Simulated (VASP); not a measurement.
# Cl (Cmce) in VASP: single point with r2SCAN

Aim: the single point of Cl with r2SCAN.

Program: VASP 6.6.1. These are calculated values, not measurements. Logs are shortened: lines on timing, memory, paths and dates and some standing lists are left out, and cuts for length are marked.

### Step 1. The cell of the first run

It takes space group Cmce (No. 64, orthorhombic). Conventional cell: a = 6.193 Å, b = 4.431 Å, c = 8.083 Å, α = 90.00°, β = 90.00°, γ = 90.00°. Within 2.7 Å of Cl (site symmetry m) lie 1 Cl at 2.01 Å.

### Step 2. Single point, r2SCAN

Contents of POSCAR:

```
Cl
1.0
    3.0964322205     -2.2152535759      0.0000000000
    3.0964322205      2.2152535759      0.0000000000
    0.0000000000      0.0000000000      8.0832141591
Cl
4
Direct
    0.8785372648      0.1214627352      0.1048237573
    0.6214627352      0.3785372648      0.6048237573
    0.1214627352      0.8785372648      0.8951762427
    0.3785372648      0.6214627352      0.3951762427
```

Contents of INCAR.step1:

```
SYSTEM = Cl
ALGO = Normal
EDIFF = 1E-4
ENCUT = 520
GGA = PE
ISMEAR = -1
LASPH = .True.
LCHARG = .False.
LREAL = .False.
LWAVE = .True.
NBANDS = 22
NELM = 80
PREC = Accurate
SIGMA = 0.02
```

Contents of INCAR.step2:

```
SYSTEM = Cl
ALGO = Normal
EDIFF = 1E-6
ENCUT = 520
ISIF = 2
ISMEAR = -1
ISTART = 1
LASPH = .True.
LCHARG = .False.
LMIXTAU = .True.
LREAL = .False.
LWAVE = .False.
METAGGA = R2SCAN
NBANDS = 22
NELM = 80
PREC = Accurate
SIGMA = 0.02
```

Contents of KPOINTS:

```
k-points
0
Gamma
  6 6 3
  0 0 0
```

Potentials or basis: VASP PAW PBE potentials, release 64 (Cl).

Launch:

```bash
$ cat potpaw_PBE.64/Cl/POTCAR > POTCAR
$ cp INCAR.step1 INCAR
$ mpirun -np 1 vasp_std > vasp.out
$ cp INCAR.step2 INCAR
$ mpirun -np 1 vasp_std > vasp.out
```

OUTCAR:

```text
SYSTEM = Cl
   EDIFF = 1E-6
   ENCUT = 520
   ISIF = 2
   ISMEAR = -1
   ISTART = 1
   LASPH = .True.
   LREAL = .False.
   METAGGA = R2SCAN
   NELM = 80
   PREC = Accurate

 ion  position               nearest neighbor table
   1  0.879  0.121  0.105-   3 2.01
   2  0.621  0.379  0.605-   4 2.01
   3  0.121  0.879  0.895-   1 2.01
   4  0.379  0.621  0.395-   2 2.01

  LATTYP: Found a base centered orthorhombic cell.
 ALAT       =     4.4305071518
 B/A-ratio  =     1.3977777778
 C/A-ratio  =     1.8244444444

  Lattice vectors:

 A1 = (  -3.0964322205,  -2.2152535759,   0.0000000000)
 A2 = (   3.0964322205,  -2.2152535759,   0.0000000000)
 A3 = (   0.0000000000,   0.0000000000,   8.0832141591)

Analysis of symmetry for initial positions (statically):
=====================================================================
 Subroutine PRICEL returns:
 Original cell was already a primitive cell.

 Routine SETGRP: Setting up the symmetry group for a
 base centered orthorhombic supercell.

 Subroutine GETGRP returns: Found  8 space group operations
 (whereof  4 operations were pure point group operations)
 out of a pool of  8 trial point group operations.

The static configuration has the point symmetry C_2h.
 The point group associated with its full space group is D_2h.

Analysis of symmetry for dynamics (positions and initial velocities):
=====================================================================
 Subroutine PRICEL returns:
 Original cell was already a primitive cell.

 Routine SETGRP: Setting up the symmetry group for a
 base centered orthorhombic supercell.

 Subroutine GETGRP returns: Found  8 space group operations
 (whereof  4 operations were pure point group operations)
 out of a pool of  8 trial point group operations.

The dynamic configuration has the point symmetry C_2h.
 The point group associated with its full space group is D_2h.

 Subroutine INISYM returns: Found  8 space group operations
 (whereof  4 operations are pure point group operations),
 and found     1 'primitive' translations

----------------------------------------------------------------------------------------

                                     Primitive cell

  volume of cell :     110.8917

  direct lattice vectors                    reciprocal lattice vectors
     3.096432221 -2.215253576  0.000000000     0.161476165 -0.225707795  0.000000000
     3.096432221  2.215253576  0.000000000     0.161476165  0.225707795  0.000000000
     0.000000000  0.000000000  8.083214159     0.000000000  0.000000000  0.123713164

  length of vectors
     3.807261601  3.807261601  8.083214159     0.277522180  0.277522180  0.123713164

  position of ions in fractional coordinates (direct lattice)
     0.878537265  0.121462735  0.104823757
     0.621462735  0.378537265  0.604823757
     0.121462735  0.878537265  0.895176243
     0.378537265  0.621462735  0.395176243

  ion indices of the primitive-cell ions
   primitive index   ion index
                 1           1
                 2           2
                 3           3
                 4           4

----------------------------------------------------------------------------------------

 KPOINTS: k-points

Automatic generation of k-mesh.
 Grid dimensions read from file:
 generate k-points for:    6    6    3

 Generating k-lattice:

  Cartesian coordinates                     Fractional coordinates (reciprocal lattice)
     0.026912694 -0.037617966  0.000000000     0.166666667  0.000000000  0.000000000
     0.026912694  0.037617966  0.000000000     0.000000000  0.166666667  0.000000000
     0.000000000  0.000000000  0.041237721     0.000000000  0.000000000  0.333333333

  Length of vectors
     0.046253697  0.046253697  0.041237721

  Shift w.r.t. Gamma in fractional coordinates (k-lattice)
     0.000000000  0.000000000  0.000000000

 Subroutine IBZKPT returns following result:
 ===========================================

 Found     26 irreducible k-points:

 Following reciprocal coordinates:
            Coordinates               Weight
  0.000000  0.000000  0.000000      1.000000
  0.166667  0.000000  0.000000      4.000000
  0.333333  0.000000  0.000000      4.000000
  0.500000  0.000000  0.000000      2.000000
  0.166667  0.166667  0.000000      2.000000
  0.333333  0.166667  0.000000      4.000000
[... 16 lines left out ...]
  0.333333  0.333333  0.333333      4.000000
  0.500000  0.333333  0.333333      8.000000
 [... further k-points ...]
   k-points           NKPTS =     26   k-points in BZ     NKDIM =     26   number of bands    NBANDS=     22
   number of dos      NEDOS =    301   number of ions     NIONS =      4
   total plane-waves  NPLWV =  47040
   dimension x,y,z NGX =    28 NGY =   28 NGZ =   60
   dimension x,y,z NGXF=    56 NGYF=   56 NGZF=  120
   ions per type =               4
   NGX,Y,Z   is equivalent  to a cutoff of  12.23, 12.23, 12.34 a.u.
   NGXF,Y,Z  is equivalent  to a cutoff of  24.45, 24.45, 24.68 a.u.
 SYSTEM =  Cl
   PREC   = accura    normal or accurate (medium, high low for compatibility)
   ISTART =      1    job   : 0-new  1-cont  2-samecut
   ICHARG =      0    charge: 1-file 2-atom 10-const
   ISPIN  =      1    spin polarized calculation?
   LNONCOLLINEAR =      F non collinear calculations
   LSORBIT =      F    spin-orbit coupling
   LASPH  =      T    aspherical Exc in radial PAW
   ENCUT  =  520.0 eV  38.22 Ry    6.18 a.u.   7.08  7.08 15.03*2*pi/ulx,y,z
   NELM   =     80;   NELMIN=  2; NELMDL=  0     # of ELM steps
   EDIFF  = 0.1E-05   stopping-criterion for ELM
   LREAL  =      F    real-space projection
   EDIFFG = 0.1E-04   stopping-criterion for IOM
   NSW    =      0    number of steps for IOM
   IBRION =     -1    ionic relax: 0-MD 1-quasi-New 2-CG
   NFREE  =      0    steps in history (QN), initial steepest desc. (CG)
   ISIF   =      2    stress and relaxation
   ISYM   =      2    0-nonsym 1-usesym 2-fastsym
   POTIM  = 0.5000    time-step for ionic-motion
   TEBEG  =    0.0;   TEEND  =   0.0 temperature during run
   PSTRESS=    0.0 pullay stress
   NELECT =      28.0000    total number of electrons
   NUPDOWN=      -1.0000    fix difference up-down
   EMIN   =  10.00;   EMAX   =-10.00  energy-range for DOS
   EFERMI =   0.00;   METHOD = LEGACY
   ISMEAR =    -1;   SIGMA  =   0.02  broadening in eV -4-tet -1-fermi 0-gaus
   EFERMI_NEDOS =   21; number of points for ismear=-14 and -15
   IALGO  =     38    algorithm
   IMIX   =      4    mixing-type and parameters
     AMIX     =   0.40;   BMIX     =  1.00
     AMIX_MAG =   1.60;   BMIX_MAG =  1.00
  volume/ion in A,a.u.               =      27.72       187.08
  Fermi-wavevector in a.u.,A,eV,Ry     =   1.034732  1.955360 14.567349  1.070670
  Thomas-Fermi vector in A             =   2.169041
   LORBIT       =      0    0 simple, 1 ext, 2 COOP (PROOUT), +10 PAW based schemes
   METAGGA = R2SCAN    functional components
   LHFCALC =     F    Hartree Fock is set to
   AEXX    =    0.0000 exact exchange contribution
   IVDW    =     0    specifies the selected vdW correction
   LEPSILON=     F    determine dielectric tensor
   LRPA    =     F    only Hartree local field effects (RPA)
 non-spin polarized calculation
  energy-cutoff  :      520.00
  volume of cell :      110.89
 maximum number of plane-waves:      3008
   NGX = 15   NGY = 15   NGZ = 31

 number of electron      28.0000001 magnetization

 Free energy of the ion-electron system (eV)
  ---------------------------------------------------
  ext. energy  EPLUGINS =         0.00000000
  ---------------------------------------------------
  free energy    TOTEN  =       -24.59221615 eV

  energy without entropy =      -24.59221615  energy(sigma->0) =      -24.59221615

 E-fermi :  -0.1342     XC(G=0):  -8.3987

 val. band max:       -0.6725340695   @ k =  -0.3333   0.3333   0.0000
 cond. band min:       2.2536485543   @ k =   0.0000   0.0000   0.0000
 fundamental gap:      2.9261826239
 Fermi energy:        -0.1341774666

 k-point     1 :       0.0000    0.0000    0.0000
  band No.  band energies     occupation
      1     -18.0967      2.00000
      2     -17.8310      2.00000
      3     -13.9235      2.00000
      4     -13.1975      2.00000
      5      -6.2705      2.00000
      6      -5.2172      2.00000
[... 14 lines left out ...]
     21      10.3303      0.00000
     22      10.3439      0.00000

 k-point     2 :       0.1667    0.0000    0.0000
  band No.  band energies     occupation
      1     -18.0419      2.00000
      2     -17.8090      2.00000
      3     -13.8733      2.00000
      4     -13.2481      2.00000
      5      -6.2551      2.00000
      6      -5.3089      2.00000
[... 14 lines left out ...]
     21       9.9759      0.00000
     22      10.7363      0.00000

 k-point     3 :       0.3333    0.0000    0.0000
  band No.  band energies     occupation
      1     -17.9154      2.00000
      2     -17.7775      2.00000
      3     -13.7418      2.00000
      4     -13.3855      2.00000
      5      -6.1850      2.00000
      6      -5.5996      2.00000
[... 14 lines left out ...]
     21      10.5824      0.00000
     22      11.3276      0.00000

 k-point     4 :       0.5000    0.0000    0.0000
  band No.  band energies     occupation
      1     -17.8057      2.00000
      2     -17.8057      2.00000
      3     -13.5665      2.00000
      4     -13.5665      2.00000
      5      -5.9683      2.00000
      6      -5.9683      2.00000
[... 14 lines left out ...]
     21      11.2638      0.00000
     22      11.2638      0.00000

 k-point     5 :       0.1667    0.1667    0.0000
  band No.  band energies     occupation
      1     -18.0326      2.00000
      2     -17.7852      2.00000
      3     -13.8660      2.00000
      4     -13.2028      2.00000
      5      -6.2248      2.00000
      6      -5.2746      2.00000
[... 14 lines left out ...]
     21      10.5355      0.00000
     22      10.9101      0.00000

 k-point     6 :       0.3333    0.1667    0.0000
  band No.  band energies     occupation
      1     -17.9405      2.00000
      2     -17.7419      2.00000
      3     -13.7799      2.00000
      4     -13.2652      2.00000
      5      -6.1716      2.00000
      6      -5.4186      2.00000
[... 14 lines left out ...]
     21      10.0002      0.00000
     22      10.9494      0.00000

 k-point     7 :       0.5000    0.1667    0.0000
  band No.  band energies     occupation
      1     -17.8356      2.00000
      2     -17.7422      2.00000
      3     -13.6526      2.00000
      4     -13.4250      2.00000
      5      -6.0553      2.00000
      6      -5.7495      2.00000
[... 324 lines left out ...]
      6      -5.7495      2.00000
[... 14 lines left out ...]
     21      10.4097      0.00000
     22      10.7507      0.00000

 k-point    21 :      -0.3333    0.1667    0.3333
  band No.  band energies     occupation
      1     -17.8165      2.00000
      2     -17.7964      2.00000
      3     -13.5935      2.00000
      4     -13.5381      2.00000
      5      -5.9233      2.00000
      6      -5.7796      2.00000
[... 14 lines left out ...]
     21      10.7221      0.00000
     22      10.9321      0.00000

 k-point    22 :      -0.1667    0.1667    0.3333
  band No.  band energies     occupation
      1     -17.9171      2.00000
      2     -17.8375      2.00000
      3     -13.6810      2.00000
      4     -13.4713      2.00000
      5      -6.0280      2.00000
      6      -5.6548      2.00000
[... 14 lines left out ...]
     21      10.5069      0.00000
     22      10.7720      0.00000

 k-point    23 :       0.3333    0.3333    0.3333
  band No.  band energies     occupation
      1     -17.8512      2.00000
      2     -17.7473      2.00000
      3     -13.6153      2.00000
      4     -13.3487      2.00000
      5      -5.9574      2.00000
      6      -5.6086      2.00000
[... 14 lines left out ...]
     21      10.2245      0.00000
     22      10.8242      0.00000

 k-point    24 :       0.5000    0.3333    0.3333
  band No.  band energies     occupation
      1     -17.7974      2.00000
      2     -17.7164      2.00000
      3     -13.5833      2.00000
      4     -13.3827      2.00000
      5      -5.9179      2.00000
      6      -5.6571      2.00000
[... 14 lines left out ...]
     21      10.3325      0.00000
     22      11.2157      0.00000

 [... further k-points ...]
[... 5 lines left out ...]
  --------------------------------------------------------------------------------------
  -------------------------------------------------------------------------------------
  Total        0.1901267     -0.4236787     -0.6649272      0.0000000      0.0000000      0.0000000
  in kB        2.7469746     -6.1213630     -9.6069505      0.0000000      0.0000000      0.0000000
  external PRESSURE =      -4.3271130 kB  Pullay stress =       0.0000000 kB

 VOLUME and BASIS-vectors are now :
 -----------------------------------------------------------------------------
  energy-cutoff  :      520.00
  volume of cell :      110.89
      direct lattice vectors                 reciprocal lattice vectors
     3.096432221 -2.215253576  0.000000000     0.161476165 -0.225707795  0.000000000
     3.096432221  2.215253576  0.000000000     0.161476165  0.225707795  0.000000000
     0.000000000  0.000000000  8.083214159     0.000000000  0.000000000  0.123713164

 POSITION                                       TOTAL-FORCE (eV/Angst)
 -----------------------------------------------------------------------------------
      3.09643     -1.67711      0.84731         0.000000     -0.101549     -0.168915
      3.09643     -0.53814      4.88892         0.000000      0.101549     -0.168915
      3.09643      1.67711      7.23590         0.000000      0.101549      0.168915
      3.09643      0.53814      3.19429         0.000000     -0.101549      0.168915
 -----------------------------------------------------------------------------------
    total drift:                               -0.000000      0.000000     -0.000000

  FREE ENERGIE OF THE ION-ELECTRON SYSTEM (eV)
  ---------------------------------------------------
  free  energy   TOTEN  =       -24.5922161506 eV

  energy  without entropy=      -24.5922161506  energy(sigma->0) =      -24.59221615
```

Wall time 79 s (1 thread of Intel Xeon Platinum 8559C (Emerald Rapids), shared host); peak memory 0.22 GiB.

Results:

- Free energy: -24.5922 eV
- Pressure: -0.4 GPa
- Largest force: 0.197 eV/Å
- Band gap on the k mesh: 2.93 eV, direct

Forces in eV/Å, atoms in the order of the input:
```
Cl   0.000 -0.102 -0.169
Cl   0.000  0.102 -0.169
Cl   0.000  0.102  0.169
Cl   0.000 -0.102  0.169
```

Stress tensor (GPa, compression positive):
```
 0.27  0.00  0.00
 0.00 -0.61  0.00
 0.00  0.00 -0.96
```

Caveat: the PAW data sets were made with another functional, which shifts forces and pressure a little.
